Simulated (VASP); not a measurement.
Wanted: the native input for a VASP 6.6.1 run.

```yaml
Task: single point
Functional: LDA
Potentials_or_basis: VASP PAW LDA potentials, release 64 (P)
Cutoff: 520 eV
k_mesh: 8 × 8 × 6
Occupations: fermi-dirac, width 0.05 eV
Spin: no spin polarisation
Dipole_correction: no
Further_INCAR_settings: ALGO = Normal; EDIFF = 1e-06; NBANDS = 18
```

The structure of P lies in POSCAR:

```
P
1.0
    5.7080377311      0.0000000000      0.0000000000
   -4.7567274802      3.1551922950      0.0000000000
    0.0000000000      0.0000000000      4.5436355900
P
4
Direct
    0.9041431300      0.0958568700      0.5888151700
    0.0958568700      0.9041431300      0.4111848300
    0.5958568700      0.4041431300      0.0888151700
    0.4041431300      0.5958568700      0.9111848300
```

One way to write it, as run:

INCAR

```
PREC = Accurate
ENCUT = 520
EDIFF = 1E-6
ISMEAR = -1
SIGMA = 0.05
LREAL = False
LASPH = True
NELM = 80
ALGO = Normal
ISIF = 2
LWAVE = False
LCHARG = False
NBANDS = 18
```

KPOINTS

```
regular mesh
0
Gamma
  8 8 6
```

Potentials or basis: VASP PAW LDA potentials, release 64 (P).

Run with:

```bash
$ cat potpaw_LDA.64/P/POTCAR > POTCAR
$ mpirun -np 1 vasp_std > vasp.out
```

Results of the run:

- Pressure: -2.4 GPa
- Largest force: 0.157 eV/Å
- Band gap on the k mesh: 0.01 eV, direct

Run time: 84 s on 1 thread of Intel(R) Xeon(R) 6975P-C (Granite Rapids), with other jobs on the host, peak memory 0.23 GiB.
